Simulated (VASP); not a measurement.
A run of VASP 6.6.1:

Contents of POSCAR:

```
SrO
1.0
    0.0000000000      2.7544363162      2.7544363162
    2.7544363162      0.0000000000      2.7544363162
    2.7544363162      2.7544363162      0.0000000000
Sr O
1 1
Direct
    0.0000000000      0.0000000000      0.0000000000
    0.2500000000      0.2500000000      0.2500000000
```

File INCAR.step1:

```
PREC = Accurate ; ENCUT = 520
ISMEAR = 0 ; SIGMA = 0.05
LREAL = F ; LASPH = T
NELM = 60 ; NBANDS = 15
GGA = PE ; ALGO = Normal
EDIFF = 1E-4 ; LWAVE = T
LCHARG = F
```

INCAR.step2

```
PREC = Accurate ; ENCUT = 520
EDIFF = 1E-6 ; ISMEAR = 0
SIGMA = 0.05 ; LREAL = F
LASPH = T ; NELM = 60
ALGO = Normal ; ISIF = 2
LWAVE = F ; LCHARG = F
METAGGA = R2SCAN ; LMIXTAU = T
NBANDS = 15 ; ISTART = 1
```

The input KPOINTS:

```
Automatic mesh
0
Gamma
  8 8 8
```

Potentials or basis: VASP PAW PBE potentials, release 64 (Sr_sv, O).

The run is started by

```sh
$ cat potpaw_PBE.64/Sr_sv/POTCAR potpaw_PBE.64/O/POTCAR > POTCAR
$ cp INCAR.step1 INCAR
$ mpirun -np 1 vasp_std > vasp.out
$ cp INCAR.step2 INCAR
$ mpirun -np 1 vasp_std > vasp.out
```

Hardware: 1 thread of Intel(R) Xeon(R) 6975P-C (Granite Rapids) (shared host).

Task: How long does it take, and how much memory?

Result: Run time: 41 s on 1 thread of Intel(R) Xeon(R) 6975P-C (Granite Rapids), on a shared host, peak memory 0.18 GiB. Counts: k points 29.
